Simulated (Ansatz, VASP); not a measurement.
## One calculation of CoSn2, two programs

```
Co Sn
1.0
    -3.18250    3.18250    2.72850
     3.18250   -3.18250    2.72850
     3.18250    3.18250   -2.72850
Co Sn
2 4
Direct
  0.25000 0.25000 0.00000
  0.75000 0.75000 0.00000
  0.65800 0.15800 0.81600
  0.15800 0.34200 0.50000
  0.34200 0.84200 0.18400
  0.84200 0.65800 0.50000
```

Alike in both runs: task single point; functional PBEsol; k mesh 4 × 4 × 4; occupations gaussian, width 0.05 eV; no spin polarisation.

```csv
,VASP,Ansatz
version,VASP 6.6.1,Ansatz 0.2.0
potentials or method,"VASP PAW PBE potentials, release 64 (Co, Sn_d), cutoff 520 eV","scalar-relativistic, plane waves, PAW"
valence electrons in the cell,74,90
```

|  | VASP | Ansatz | Ansatz less VASP |
| --- | --- | --- | --- |
| gap on the k mesh at the Fermi level (eV) | none | none | - |
| pressure (GPa) | -3.9 | -3.9 | -0.04 |
| traceless stress, the component that is largest in VASP (GPa) | -0.99 | -1.01 | -0.015 |
| rms of the force components (eV/Å) | 0.368 | 0.367 | -0.0009 |

VASP's potentials were made for PBE, not for PBEsol. Atom by atom the forces differ by 0.001 eV/Å (rms over components). A gap of «none» marks a metal or a gap that the smearing closes. VASP's potentials hold 74 valence electrons a cell and Ansatz's 90, so a difference there can come from the potentials and not from the codes.

The k mesh is coarse, so the values compare programs but aren't converged.
